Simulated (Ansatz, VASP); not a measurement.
One calculation of Bi2B, two programs

```
B Bi
1.0
     5.57660    0.00000    0.00000
     0.00000    6.91435    0.00000
     0.00000    0.00000    3.72068
B Bi
2 4
Direct
  0.50000 0.50000 0.50000
  0.00000 0.00000 0.00000
  0.26158 0.85957 0.50000
  0.76158 0.64043 0.00000
  0.73842 0.14043 0.50000
  0.23842 0.35957 0.00000
```

Alike in both runs: functional PBE; k mesh 6 × 6 × 10; occupations gaussian, width 0.1 eV; no spin polarisation.

Ansatz relaxed the structure, and its values are those at the end. VASP's run is a single point on that final structure, the one shown.

|  | VASP | Ansatz |
| --- | --- | --- |
| version | VASP 6.6.1 | Ansatz 0.2.0 |
| potentials or method | VASP PAW PBE potentials, release 64 (B, Bi_d), cutoff 520 eV | scalar-relativistic, plane waves, PAW |
| valence electrons in the cell | 66 | 66 |

```tsv
	VASP	Ansatz	Ansatz less VASP
gap on the k mesh at the Fermi level (eV)	none	none	-
pressure (GPa)	0.0	0.0	+0.04
```

A gap of «none» marks a metal or a gap that the smearing closes.

Neither program's run includes spin-orbit coupling.
